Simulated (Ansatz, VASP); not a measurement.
**One calculation of BiAu, two programs**

File INCAR:

```
  ALGO = Normal
  EDIFF = 1E-6
  ENCUT = 520
  GGA = PS
  ISIF = 2
  ISMEAR = 0
  LASPH = True
  LCHARG = True
  LELF = True
  LREAL = False
  LVHAR = True
  LWAVE = False
  NBANDS = 20
  NELM = 100
  PREC = Accurate
  SIGMA = 0.05
```

The input KPOINTS:

```
k-points
0
Gamma
  10 10 10
```

POSCAR

```
BiAu
1.0
    0.0000000000      2.9353928322      2.9353928322
    2.9353928322      0.0000000000      2.9353928322
    2.9353928322      2.9353928322      0.0000000000
Au Bi
1 1
Direct
    0.5000000000      0.5000000000      0.5000000000
    0.0000000000      0.0000000000      0.0000000000
```

Input for Ansatz:

```yaml
crystal:
  lattice:
    - [0.0, 2.9353928322, 2.9353928322]
    - [2.9353928322, 0.0, 2.9353928322]
    - [2.9353928322, 2.9353928322, 0.0]
  atoms:
    - { symbol: Au, position: [0.5, 0.5, 0.5] }
    - { symbol: Bi, position: [0.0, 0.0, 0.0] }
basis:
  ecutwfc: 420
  ecutrho_ratio: 4
kpoints:
  mp_grid: { grid: [10, 10, 10] }
hamiltonian:
  xc: pbesol
scf:
  occupations: { method: gaussian, width: 0.05 }
output:
  forces: true
  stress: true
  eigenvalues: true
```

Alike in both runs: task single point; functional PBEsol; k mesh 10 × 10 × 10; occupations gaussian, width 0.05 eV; no spin polarisation.

|  | VASP | Ansatz |
| --- | --- | --- |
| version | VASP 6.6.1 | Ansatz 0.2.0 |
| potentials or method | VASP PAW PBE potentials, release 64 (Au, Bi_d), cutoff 520 eV | scalar-relativistic, plane waves, PAW |
| valence electrons in the cell | 26 | 34 |

|  | VASP | Ansatz | Ansatz less VASP |
| --- | --- | --- | --- |
| pressure (GPa) | -1.6 | -1.6 | +0.06 |

VASP's potentials were made for PBE, not for PBEsol. VASP's potentials hold 26 valence electrons a cell and Ansatz's 34, so a difference there can come from the potentials and not from the codes.

Spin-orbit coupling is off throughout.
